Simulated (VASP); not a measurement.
Set up this calculation in VASP 6.6.1, as the native input.

* Task: single point
* Functional: PBE-based screened hybrid with 75 % exact exchange
* Potentials or basis: VASP PAW PBE potentials, release 64 (Be, S)
* Cutoff: 520 eV
* k mesh: 4 × 4 × 4
* Occupations: gaussian, width 0.01 eV
* Spin: no spin polarisation
* Dipole correction: no
* Grid for exact exchange (PRECFOCK): Normal
* Share of exact exchange: 0.75
* Further INCAR settings: ALGO = Normal; EDIFF = 1e-06; NBANDS = 11
* Screening parameter: 0.5 1/Å

BeS:

```
Be S
1.0
     0.00000    2.31730    2.31730
     2.31730    0.00000    2.31730
     2.31730    2.31730    0.00000
Be S
1 1
Direct
  0.00000 0.00000 0.00000
  0.50000 0.50000 0.50000
```

The input as run:

POSCAR

```
BeS
1.0
    0.0000000000      2.3172971969      2.3172971969
    2.3172971969      0.0000000000      2.3172971969
    2.3172971969      2.3172971969      0.0000000000
Be S
1 1
Direct
    0.0000000000      0.0000000000      0.0000000000
    0.5000000000      0.5000000000      0.5000000000
```

INCAR.step1

```
PREC = Accurate
ENCUT = 520
EDIFF = 1E-5
ISMEAR = 0
SIGMA = 0.01
LREAL = False
LASPH = True
NELM = 80
ALGO = Normal
ISIF = 2
LWAVE = True
LCHARG = False
NBANDS = 11
GGA = PE
```

INCAR.step2

```
PREC = Accurate
ENCUT = 520
EDIFF = 1E-6
ISMEAR = 0
SIGMA = 0.01
LREAL = False
LASPH = True
NELM = 80
ALGO = Normal
ISIF = 2
LWAVE = False
LCHARG = False
GGA = PE
LHFCALC = True
AEXX = 0.75
HFSCREEN = 0.5
PRECFOCK = Normal
NBANDS = 11
ISTART = 1
```

KPOINTS

```
Automatic mesh
0
Gamma
  4 4 4
```

Potentials or basis: VASP PAW PBE potentials, release 64 (Be, S).

The run is started by

```bash
$ cat potpaw_PBE.64/Be/POTCAR potpaw_PBE.64/S/POTCAR > POTCAR
$ cp INCAR.step1 INCAR
$ mpirun -np 1 vasp_std > vasp.out
$ cp INCAR.step2 INCAR
$ mpirun -np 1 vasp_std > vasp.out
```

It gave:

| Property | Result |
| --- | --- |
| Pressure | -2.2 GPa |
| Band gap on the k mesh | 2.29 eV (least direct gap 5.67 eV) |

Caveat: the k points lie up to 0.59 Å⁻¹ apart; the PAW data sets were made with another functional, which shifts forces and pressure a little.

Run time: 2.8 min on 1 thread of Intel Xeon 8259CL (shared host), peak memory 0.23 GiB.
